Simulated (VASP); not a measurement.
# SiO2 (rutile type) (P4_2/mnm) in VASP: further runs, part 2 of 2

VASP 6.6.1. Earlier steps stand in the parts before.

## (4) Single point, LDA (6.13 Å³/atom)

This run uses another cell than the first one, of 6.13 Å³/atom.

The input, INCAR:

```
PREC = Accurate
ENCUT = 600
EDIFF = 1E-6
ISMEAR = -1
SIGMA = 0.08
LREAL = F
LASPH = T
NELM = 120
ALGO = Normal
ISIF = 2
LWAVE = F
LCHARG = F
GGA = CA
NBANDS = 25
GGA_COMPAT = F
```

The input, KPOINTS:

```
regular mesh
0
Gamma
  8 8 11
```

The input, POSCAR:

```
SiO2
1.0
    3.8315163946      0.0000000000      0.0000000000
    0.0000000000      3.8315163946      0.0000000000
    0.0000000000      0.0000000000      2.5036737830
Si O
2 4
Direct
    0.0000000000      0.0000000000      0.0000000000
    0.5000000000      0.5000000000      0.5000000000
    0.3005901603      0.3005901603      0.0000000000
    0.6994098397      0.6994098397      0.0000000000
    0.8005901603      0.1994098397      0.5000000000
    0.1994098397      0.8005901603      0.5000000000
```

Potentials or basis: VASP PAW LDA potentials, release 64 (Si, O).

Launch:

```console
$ cat potpaw_LDA.64/Si/POTCAR potpaw_LDA.64/O/POTCAR > POTCAR
$ mpirun -np 1 vasp_std > vasp.out
```

OUTCAR:

```text
PREC = Accurate
   ENCUT = 600
   EDIFF = 1E-6
   ISMEAR = -1
   LREAL = F
   LASPH = T
   NELM = 120
   ISIF = 2
   GGA = CA

 ion  position               nearest neighbor table
   1  0.000  0.000  0.000-   3 1.63   4 1.63   5 1.65   6 1.65   5 1.65   6 1.65   2 2.98   2 2.98
                             2 2.98   2 2.98   2 2.98   2 2.98   2 2.98   2 2.98
   2  0.500  0.500  0.500-   5 1.63   6 1.63   3 1.65   4 1.65   3 1.65   4 1.65   1 2.98   1 2.98
                             1 2.98   1 2.98   1 2.98   1 2.98   1 2.98   1 2.98
   3  0.301  0.301  0.000-   1 1.63   2 1.65   2 1.65
   4  0.699  0.699  0.000-   1 1.63   2 1.65   2 1.65
   5  0.801  0.199  0.500-   2 1.63   1 1.65   1 1.65
   6  0.199  0.801  0.500-   2 1.63   1 1.65   1 1.65

  LATTYP: Found a simple tetragonal cell.
 ALAT       =     3.8315163946
 C/A-ratio  =     0.6534420123

  Lattice vectors:

 A1 = (   3.8315163946,   0.0000000000,   0.0000000000)
 A2 = (   0.0000000000,   3.8315163946,   0.0000000000)
 A3 = (   0.0000000000,   0.0000000000,   2.5036737830)

Analysis of symmetry for initial positions (statically):
[... 180 lines left out ...]

  energy without entropy =      -49.19688041  energy(sigma->0) =      -49.19688041

 E-fermi :  13.2904     XC(G=0): -13.9968

 val. band max:       11.8527090656   @ k =   0.0000   0.0000   0.0000
 cond. band min:      18.5906346788   @ k =   0.0000   0.0000   0.0000
 fundamental gap:      6.7379256132
 Fermi energy:        13.2904455235

 k-point     1 :       0.0000    0.0000    0.0000
  band No.  band energies     occupation
      1     -13.3432      2.00000
      2      -8.2920      2.00000
      3      -8.2920      2.00000
      4      -7.5268      2.00000
      5      -0.9564      2.00000
      6       3.0221      2.00000
[... 661 lines left out ...]
     24      26.3481      0.00000
     25      28.4221      0.00000

 [... further k-points ...]
[... 5 lines left out ...]
  --------------------------------------------------------------------------------------
  -------------------------------------------------------------------------------------
  Total       26.4622311     26.4622311     26.6947242      0.0000000      0.0000000      0.0000000
  in kB     1153.5008576   1153.5008576   1163.6353394      0.0000000      0.0000000      0.0000000
  external PRESSURE =    1156.8790182 kB  Pullay stress =       0.0000000 kB

 VOLUME and BASIS-vectors are now :
 -----------------------------------------------------------------------------
  energy-cutoff  :      600.00
  volume of cell :       36.76
      direct lattice vectors                 reciprocal lattice vectors
     3.831516395  0.000000000  0.000000000     0.260993272  0.000000000  0.000000000
     0.000000000  3.831516395  0.000000000     0.000000000  0.260993272  0.000000000
     0.000000000  0.000000000  2.503673783     0.000000000  0.000000000  0.399413057

 POSITION                                       TOTAL-FORCE (eV/Angst)
 -----------------------------------------------------------------------------------
      0.00000      0.00000      0.00000         0.000000      0.000000      0.000000
      1.91576      1.91576      1.25184         0.000000      0.000000      0.000000
      1.15172      1.15172      0.00000        -0.015102     -0.015102      0.000000
      2.67980      2.67980      0.00000         0.015102      0.015102     -0.000000
      3.06747      0.76404      1.25184        -0.015102      0.015102     -0.000000
      0.76404      3.06747      1.25184         0.015102     -0.015102      0.000000
 -----------------------------------------------------------------------------------
    total drift:                                0.000000      0.000000      0.000000

  FREE ENERGIE OF THE ION-ELECTRON SYSTEM (eV)
  ---------------------------------------------------
  free  energy   TOTEN  =       -49.1968804136 eV

  energy  without entropy=      -49.1968804134  energy(sigma->0) =      -49.19688041
```

It took 76 s on 1 thread of Intel Xeon 8259CL, shared host; peak memory 0.19 GiB.

Results:

```
Free energy            : -49.1969 eV
Pressure               : 115.7 GPa
Largest force          : 0.021 eV/Å
Band gap on the k mesh : 6.74 eV
```

Forces in eV/Å, atoms in the order of the input:
```
Si   0.000  0.000  0.000
Si   0.000  0.000  0.000
O   -0.015 -0.015  0.000
O    0.015  0.015  0.000
O   -0.015  0.015  0.000
O    0.015 -0.015  0.000
```

Levels at points of the mesh, in eV from the valence-band top:
| k point | band 13 | band 14 | band 15 | band 16 | band 17 | band 18 | band 19 | band 20 |
| --- | --- | --- | --- | --- | --- | --- | --- | --- |
| (0.00, 0.00, 0.00) | -2.62 | -1.08 | -1.08 | 0.00 | 6.74 | 9.85 | 9.85 | 10.08 |
| (0.50, 0.00, 0.00) | -3.27 | -3.27 | -1.28 | -1.28 | 9.48 | 9.48 | 11.09 | 11.09 |
| (0.50, 0.50, 0.00) | -3.63 | -3.63 | -3.19 | -3.19 | 9.69 | 9.69 | 11.96 | 11.96 |

Caveat: the cell stands under pressure; an odd mesh through Γ misses points on the zone boundary, where band edges can lie.

## (5) Single point, LDA (6.13 Å³/atom)

This run uses another cell than the first one, of 6.13 Å³/atom.

The input, INCAR:

```
SYSTEM = SiO2
PREC = Accurate
ENCUT = 600
EDIFF = 1E-6
ISMEAR = -1
SIGMA = 0.08
LREAL = .False.
LASPH = .True.
NELM = 120
ALGO = Normal
ISIF = 2
LWAVE = .False.
LCHARG = .False.
GGA = CA
NBANDS = 25
GGA_COMPAT = .False.
```

The input, KPOINTS:

```
Automatic mesh
0
Gamma
  8 8 11
  0 0 0
```

POSCAR is that of step 4.

Launch:

```console
$ cat potpaw_LDA.64/Si/POTCAR potpaw_LDA.64/O/POTCAR > POTCAR
$ mpirun -np 1 vasp_std > vasp.out
```

Wall time 78 s (1 thread of Intel Xeon 8259CL, shared host); peak memory 0.19 GiB.

Results (log left out):

| Property | Result |
| --- | --- |
| Free energy | -49.1969 eV |
| Pressure | 115.7 GPa |
| Largest force | 0.021 eV/Å |
| Band gap on the k mesh | 6.74 eV |

Forces on the atoms (eV/Å):
```
Si   0.000  0.000  0.000
Si   0.000  0.000  0.000
O   -0.015 -0.015  0.000
O    0.015  0.015  0.000
O   -0.015  0.015  0.000
O    0.015 -0.015  0.000
```

Stress tensor (GPa, compression positive):
```
115.35   0.00   0.00
  0.00 115.35   0.00
  0.00   0.00 116.36
```

Levels at points of the mesh, in eV from the valence-band top:
| k point | band 14 | band 15 | band 16 | band 17 | band 18 | band 19 |
| --- | --- | --- | --- | --- | --- | --- |
| (0.00, 0.00, 0.00) | -1.08 | -1.08 | 0.00 | 6.74 | 9.85 | 9.85 |
| (0.50, 0.00, 0.00) | -3.27 | -1.28 | -1.28 | 9.48 | 9.48 | 11.09 |
| (0.50, 0.50, 0.00) | -3.63 | -3.19 | -3.19 | 9.69 | 9.69 | 11.96 |

Caveat: the cell stands under pressure; an odd mesh through Γ misses points on the zone boundary, where band edges can lie.

## (6) Single point, LDA

This run uses another cell than the first one, of 6.74 Å³/atom.

The input, INCAR:

```
PREC = Accurate ; ENCUT = 600
EDIFF = 1E-6 ; ISMEAR = -1
SIGMA = 0.08 ; LREAL = F
LASPH = T ; NELM = 120
ALGO = Normal ; ISIF = 2
LWAVE = F ; LCHARG = F
GGA = CA ; NBANDS = 25
GGA_COMPAT = F
```

The input, KPOINTS:

```
regular mesh
0
Gamma
  8 8 11
```

The input, POSCAR:

```
SiO2
1.0
    3.9612140014      0.0000000000      0.0000000000
    0.0000000000      3.9612140014      0.0000000000
    0.0000000000      0.0000000000      2.5766485895
Si O
2 4
Direct
    0.0000000000      0.0000000000      0.0000000000
    0.5000000000      0.5000000000      0.5000000000
    0.3020992155      0.3020992155      0.0000000000
    0.6979007845      0.6979007845      0.0000000000
    0.8020992155      0.1979007845      0.5000000000
    0.1979007845      0.8020992155      0.5000000000
```

Potentials or basis: VASP PAW LDA potentials, release 64 (Si, O).

Launch:

```console
$ cat potpaw_LDA.64/Si/POTCAR potpaw_LDA.64/O/POTCAR > POTCAR
$ mpirun -np 1 vasp_std > vasp.out
```

It took 86 s on 1 thread of Intel Xeon 8259CL, shared host; peak memory 0.2 GiB.

The run converged. Its results:

* Free energy: -51.1190 eV
* Pressure: 54.4 GPa
* Largest force: 0.024 eV/Å
* Band gap on the k mesh: 6.63 eV

Forces in eV/Å, atoms in the order of the input:
```
Si   0.000  0.000  0.000
Si   0.000  0.000  0.000
O   -0.017 -0.017  0.000
O    0.017  0.017  0.000
O   -0.017  0.017  0.000
O    0.017 -0.017  0.000
```

Stress tensor (GPa, compression positive):
```
54.06  0.00  0.00
 0.00 54.06  0.00
 0.00  0.00 54.94
```

Levels at points of the mesh, in eV from the valence-band top:
| k point | band 13 | band 14 | band 15 | band 16 | band 17 | band 18 | band 19 | band 20 |
| --- | --- | --- | --- | --- | --- | --- | --- | --- |
| (0.00, 0.00, 0.00) | -2.59 | -1.01 | -1.01 | 0.00 | 6.63 | 8.13 | 9.14 | 9.14 |
| (0.50, 0.00, 0.00) | -3.05 | -3.05 | -1.19 | -1.19 | 8.93 | 8.93 | 9.99 | 9.99 |
| (0.50, 0.50, 0.00) | -3.29 | -3.29 | -2.80 | -2.80 | 8.78 | 8.78 | 11.04 | 11.04 |

Caveat: the cell stands under pressure; an odd mesh through Γ misses points on the zone boundary, where band edges can lie.

## (7) Overview

```csv
cell,gap on the mesh (eV),pressure (GPa),largest force (eV/Å)
"a = 3.697, b = 3.697, c = 2.420 Å, 6 atoms, atomic positions A",6.80,211.0,0.03
"a = 3.832, b = 3.832, c = 2.504 Å, 6 atoms, atomic positions A",6.74,115.7,0.02
"a = 3.961, b = 3.961, c = 2.577 Å, 6 atoms, atomic positions B",6.63,54.4,0.02
```

Alike in all rows: task single point; level LDA; potentials or basis VASP PAW LDA potentials, release 64 (Si, O); no spin polarisation; k mesh 8 × 8 × 11; cutoff (eV) 600; smearing fermi-dirac 0.08 eV.

Caveats: the cell stands under pressure; an odd mesh through Γ misses points on the zone boundary, where band edges can lie.

Total energies depend on the potentials used, so only differences within one code and one set of settings carry meaning.
